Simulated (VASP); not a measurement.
# Pt (Fm-3m) in VASP: further runs

Runs on Pt. Level: r2SCAN. Tasks: single point.

All numbers are computed with VASP 6.6.1; they aren't measurements. Logs are shortened: lines on timing, memory, paths and dates and some standing lists are left out, and cuts for length are marked.

**1. The cell of the first run**

It takes space group Fm-3m (No. 225, cubic). Conventional cell: a = 3.914 Å, b = 3.914 Å, c = 3.914 Å, α = 90.00°, β = 90.00°, γ = 90.00°. Pt (site symmetry m-3m) has 12 Pt at 2.77 Å within 3.6 Å.

**2. Single point, r2SCAN**

Contents of POSCAR:

```
Pt
1.0
    0.0000000000      1.9570085766      1.9570085766
    1.9570085766      0.0000000000      1.9570085766
    1.9570085766      1.9570085766      0.0000000000
Pt
1
Direct
    0.0000000000      0.0000000000      0.0000000000
```

Contents of INCAR.step1:

```
SYSTEM = Pt
PREC = Accurate
ENCUT = 520
ISMEAR = -1
SIGMA = 0.05
LREAL = .False.
LASPH = .True.
NELM = 60
NBANDS = 11
GGA = PE
ALGO = Normal
EDIFF = 1E-4
LWAVE = .True.
LCHARG = .False.
```

Contents of INCAR.step2:

```
SYSTEM = Pt
PREC = Accurate
ENCUT = 520
EDIFF = 1E-7
ISMEAR = -1
SIGMA = 0.05
LREAL = .False.
LASPH = .True.
NELM = 60
ALGO = Normal
ISIF = 2
LWAVE = .False.
LCHARG = .True.
METAGGA = R2SCAN
LMIXTAU = .True.
LELF = .True.
LVHAR = .True.
NBANDS = 11
ISTART = 1
```

Contents of KPOINTS:

```
regular mesh
0
Gamma
  18 18 18
  0 0 0
```

Potentials or basis: VASP PAW PBE potentials, release 64 (Pt).

Started as:

```sh
$ cat potpaw_PBE.64/Pt/POTCAR > POTCAR
$ cp INCAR.step1 INCAR
$ mpirun -np 1 vasp_std > vasp.out
$ cp INCAR.step2 INCAR
$ mpirun -np 1 vasp_std > vasp.out
```

OUTCAR:

```text
SYSTEM = Pt
   PREC = Accurate
   ENCUT = 520
   EDIFF = 1E-7
   ISMEAR = -1
   LREAL = .False.
   LASPH = .True.
   NELM = 60
   ISIF = 2
   METAGGA = R2SCAN
   ISTART = 1

 ion  position               nearest neighbor table
   1  0.000  0.000  0.000-

  LATTYP: Found a face centered cubic cell.
 ALAT       =     3.9140171532

  Lattice vectors:

 A1 = (   0.0000000000,   1.9570085766,   1.9570085766)
 A2 = (   1.9570085766,   0.0000000000,   1.9570085766)
 A3 = (   1.9570085766,   1.9570085766,   0.0000000000)

Analysis of symmetry for initial positions (statically):
=====================================================================
 Subroutine PRICEL returns:
 Original cell was already a primitive cell.

 Routine SETGRP: Setting up the symmetry group for a
 face centered cubic supercell.

 Subroutine GETGRP returns: Found 48 space group operations
 (whereof 48 operations were pure point group operations)
 out of a pool of 48 trial point group operations.

The static configuration has the point symmetry O_h .

Analysis of symmetry for dynamics (positions and initial velocities):
=====================================================================
 Subroutine PRICEL returns:
 Original cell was already a primitive cell.

 Routine SETGRP: Setting up the symmetry group for a
 face centered cubic supercell.

 Subroutine GETGRP returns: Found 48 space group operations
 (whereof 48 operations were pure point group operations)
 out of a pool of 48 trial point group operations.

The dynamic configuration has the point symmetry O_h .

 Subroutine INISYM returns: Found 48 space group operations
 (whereof 48 operations are pure point group operations),
 and found     1 'primitive' translations

----------------------------------------------------------------------------------------

                                     Primitive cell

  volume of cell :      14.9902

  direct lattice vectors                    reciprocal lattice vectors
     0.000000000  1.957008577  1.957008577    -0.255491982  0.255491982  0.255491982
     1.957008577  0.000000000  1.957008577     0.255491982 -0.255491982  0.255491982
     1.957008577  1.957008577  0.000000000     0.255491982  0.255491982 -0.255491982

  length of vectors
     2.767628071  2.767628071  2.767628071     0.442525094  0.442525094  0.442525094
[... 76 lines left out ...]
   LASPH  =      T    aspherical Exc in radial PAW
   ENCUT  =  520.0 eV  38.22 Ry    6.18 a.u.   5.15  5.15  5.15*2*pi/ulx,y,z
   NELM   =     60;   NELMIN=  2; NELMDL=  0     # of ELM steps
   EDIFF  = 0.1E-06   stopping-criterion for ELM
   LREAL  =      F    real-space projection
   EDIFFG = 0.1E-05   stopping-criterion for IOM
   NSW    =      0    number of steps for IOM
   IBRION =     -1    ionic relax: 0-MD 1-quasi-New 2-CG
   NFREE  =      0    steps in history (QN), initial steepest desc. (CG)
   ISIF   =      2    stress and relaxation
   ISYM   =      2    0-nonsym 1-usesym 2-fastsym
   POTIM  = 0.5000    time-step for ionic-motion
   TEBEG  =    0.0;   TEEND  =   0.0 temperature during run
   PSTRESS=    0.0 pullay stress
   NELECT =      10.0000    total number of electrons
   NUPDOWN=      -1.0000    fix difference up-down
   EMIN   =  10.00;   EMAX   =-10.00  energy-range for DOS
   EFERMI =   0.00;   METHOD = LEGACY
   ISMEAR =    -1;   SIGMA  =   0.05  broadening in eV -4-tet -1-fermi 0-gaus
   EFERMI_NEDOS =   21; number of points for ismear=-14 and -15
   IALGO  =     38    algorithm
   IMIX   =      4    mixing-type and parameters
     AMIX     =   0.40;   BMIX     =  1.00
     AMIX_MAG =   1.60;   BMIX_MAG =  1.00
  volume/ion in A,a.u.               =      14.99       101.16
  Fermi-wavevector in a.u.,A,eV,Ry     =   1.430448  2.703155 27.839993  2.046182
  Thomas-Fermi vector in A             =   2.550292
   LORBIT       =      0    0 simple, 1 ext, 2 COOP (PROOUT), +10 PAW based schemes
   METAGGA = R2SCAN    functional components
   LHFCALC =     F    Hartree Fock is set to
   AEXX    =    0.0000 exact exchange contribution
   IVDW    =     0    specifies the selected vdW correction
   LEPSILON=     F    determine dielectric tensor
   LRPA    =     F    only Hartree local field effects (RPA)
 non-spin polarized calculation
  energy-cutoff  :      520.00
  volume of cell :       14.99
 maximum number of plane-waves:       419
 NGX is ok and might be reduce to    24
   NGX = 11   NGY = 11   NGZ = 11

 number of electron       9.9999999 magnetization

 Free energy of the ion-electron system (eV)
  ---------------------------------------------------
  ext. energy  EPLUGINS =         0.00000000
  ---------------------------------------------------
  free energy    TOTEN  =       -51.49793155 eV

  energy without entropy =      -51.48223040  energy(sigma->0) =      -51.49008098

 E-fermi :  11.1346     XC(G=0): -14.6790

 val. band max:       11.1161252063   @ k =  -0.4444   0.2778   0.0000
 cond. band min:      11.1349193165   @ k =   0.4444   0.1111   0.0000
 fundamental gap:      0.0187941102
 Fermi energy:        11.1345564042

 k-point     1 :       0.0000    0.0000    0.0000
  band No.  band energies     occupation
      1       0.5639      2.00000
      2       7.1761      2.00000
      3       7.1761      2.00000
      4       7.1761      2.00000
      5       9.3646      2.00000
      6       9.3646      2.00000
      7      26.5960      0.00000
      8      31.8039      0.00000
      9      31.8039      0.00000
     10      31.8039      0.00000
     11      37.7021      0.00000
[... 309 lines left out ...]
 k-point    24 :      -0.2222    0.0556    0.0000
  band No.  band energies     occupation
      1       2.6909      2.00000
      2       6.6791      2.00000
      3       7.5730      2.00000
      4       7.6415      2.00000
      5       9.1866      2.00000
      6       9.9006      2.00000
      7      25.6544      0.00000
      8      28.5846      0.00000
      9      33.2875      0.00000
     10      34.8468      0.00000
     11      36.0759      0.00000

 [... further k-points ...]
[... 5 lines left out ...]
  --------------------------------------------------------------------------------------
  -------------------------------------------------------------------------------------
  Total        0.6155029      0.6155029      0.6155029      0.0000000      0.0000000      0.0000000
  in kB       65.7858557     65.7858557     65.7858557      0.0000000      0.0000000      0.0000000
  external PRESSURE =      65.7858557 kB  Pullay stress =       0.0000000 kB

 VOLUME and BASIS-vectors are now :
 -----------------------------------------------------------------------------
  energy-cutoff  :      520.00
  volume of cell :       14.99
      direct lattice vectors                 reciprocal lattice vectors
     0.000000000  1.957008577  1.957008577    -0.255491982  0.255491982  0.255491982
     1.957008577  0.000000000  1.957008577     0.255491982 -0.255491982  0.255491982
     1.957008577  1.957008577  0.000000000     0.255491982  0.255491982 -0.255491982

 POSITION                                       TOTAL-FORCE (eV/Angst)
 -----------------------------------------------------------------------------------
      0.00000      0.00000      0.00000         0.000000      0.000000      0.000000
 -----------------------------------------------------------------------------------
    total drift:                                0.000000      0.000000     -0.000000

  FREE ENERGIE OF THE ION-ELECTRON SYSTEM (eV)
  ---------------------------------------------------
  free  energy   TOTEN  =       -51.4979315532 eV

  energy  without entropy=      -51.4822304008  energy(sigma->0) =      -51.49008098
```

OUTCAR.step1:

```text
SYSTEM = Pt
   PREC = Accurate
   ENCUT = 520
   ISMEAR = -1
   LREAL = .False.
   LASPH = .True.
[... 555 lines left out ...]
 -----------------------------------------------------------------------------------
      0.00000      0.00000      0.00000         0.000000      0.000000      0.000000
 -----------------------------------------------------------------------------------
    total drift:                               -0.000000     -0.000000     -0.000000

  FREE ENERGIE OF THE ION-ELECTRON SYSTEM (eV)
  ---------------------------------------------------
  free  energy   TOTEN  =        -6.0816664151 eV

  energy  without entropy=       -6.0652153930  energy(sigma->0) =       -6.07344090
```

OSZICAR.step1:

```text
N       E                     dE             d eps       ncg     rms          rms(c)
DAV:   1     0.409411010205E+02    0.40941E+02   -0.53750E+03  4330   0.846E+02
DAV:   2    -0.584195973288E+01   -0.46783E+02   -0.45021E+02  4931   0.179E+02
DAV:   3    -0.645649375215E+01   -0.61453E+00   -0.61063E+00  4973   0.195E+01
DAV:   4    -0.645896357214E+01   -0.24698E-02   -0.24697E-02  4964   0.146E+00
DAV:   5    -0.645898310460E+01   -0.19532E-04   -0.19533E-04  5018   0.120E-01    0.132E+01
DAV:   6    -0.612526389958E+01    0.33372E+00   -0.74076E-01  4638   0.690E+00    0.698E+00
DAV:   7    -0.608528771900E+01    0.39976E-01   -0.14762E-01  4944   0.300E+00    0.254E+00
DAV:   8    -0.608189818695E+01    0.33895E-02   -0.70936E-03  4665   0.729E-01    0.587E-01
DAV:   9    -0.608166293383E+01    0.23525E-03   -0.22773E-04  4648   0.132E-01    0.437E-02
DAV:  10    -0.608166641509E+01   -0.34813E-05   -0.49541E-06  2352   0.175E-02
   1 F= -.60816664E+01 E0= -.60734409E+01  d E =-.164510E-01
```

It took 2.3 min on 1 thread of AMD EPYC 7R13 (Zen 3), shared host; peak memory 0.14 GiB.

What came out:

- Free energy: -51.4979 eV
- Pressure: 6.6 GPa
- Band gap on the k mesh: zero (band 5 reaches 11.67 eV, above the bottom of band 6 at 9.26 eV)

Levels at points of the mesh, in eV from the Fermi level:
```
           k point  band 2  band 3  band 4  band 5  band 6  band 7  band 8  band 9
(0.00, 0.00, 0.00)   -3.96   -3.96   -3.96   -1.77   -1.77   15.46   20.67   20.67
(0.50, 0.00, 0.00)   -4.06   -4.06   -0.33    0.02    0.02    6.21   15.11   20.00
(0.50, 0.50, 0.00)   -6.93   -0.06    0.53    0.53    1.93    9.41   12.04   12.04
```

Caveat: the PAW data sets were made with another functional, which shifts forces and pressure a little; spin-orbit coupling is left out, which moves the levels of the heavy elements.

(Part 1 of 2 ends here.)
